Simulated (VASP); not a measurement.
Write the native input for VASP 6.6.1 that does the following.

* Task: single point
* Functional: LDA
* Potentials or basis: VASP PAW LDA potentials, release 64 (Hg_sv_GW)
* Cutoff: 550 eV
* k mesh: 9 × 9 × 3
* Occupations: methfessel-paxton, width 0.1 eV
* Spin: no spin polarisation
* Dipole correction: no
* Further INCAR settings: ALGO = Normal; EDIFF = 1e-06; NBANDS = 48

The structure of Hg lies in POSCAR:

```
Hg
1.0
    3.4419410000      0.0000000000      0.0000000000
   -1.7209705000      2.9808083443      0.0000000000
    0.0000000000      0.0000000000     11.0623310000
Hg
4
Direct
    0.0000000000      0.0000000000      0.0000000000
    0.3333333333      0.6666666667      0.2500000000
    0.0000000000      0.0000000000      0.5000000000
    0.6666666667      0.3333333333      0.7500000000
```

These files were run (other wordings do the same):

INCAR

```
SYSTEM = Hg
PREC = Accurate
ENCUT = 550
EDIFF = 1E-6
ISMEAR = 1
SIGMA = 0.1
LREAL = .FALSE.
LASPH = .TRUE.
NELM = 120
ALGO = Normal
ISIF = 2
LWAVE = .FALSE.
LCHARG = .FALSE.
GGA = CA
NBANDS = 48
GGA_COMPAT = .FALSE.
```

KPOINTS

```
Automatic mesh
0
G
  9 9 3
  0 0 0
```

Potentials or basis: VASP PAW LDA potentials, release 64 (Hg_sv_GW).

The run is started by

```console
$ cat potpaw_LDA.64/Hg_sv_GW/POTCAR > POTCAR
$ mpirun -np 1 vasp_std > vasp.out
```

Results of the run:

| Item | Value |
| --- | --- |
| Pressure | -4.6 GPa |
| Band gap on the k mesh | zero (bands 40 and 41 overlap by 0.42 eV) |

Caveat: the cell stands under tension; spin-orbit coupling is left out, which moves the levels of the heavy elements.

Wall time 2.3 min on 1 thread of Intel(R) Xeon(R) Platinum 8259CL CPU @ 2.50GHz (Skylake/Cascade Lake), on a shared host, peak memory 0.27 GiB.
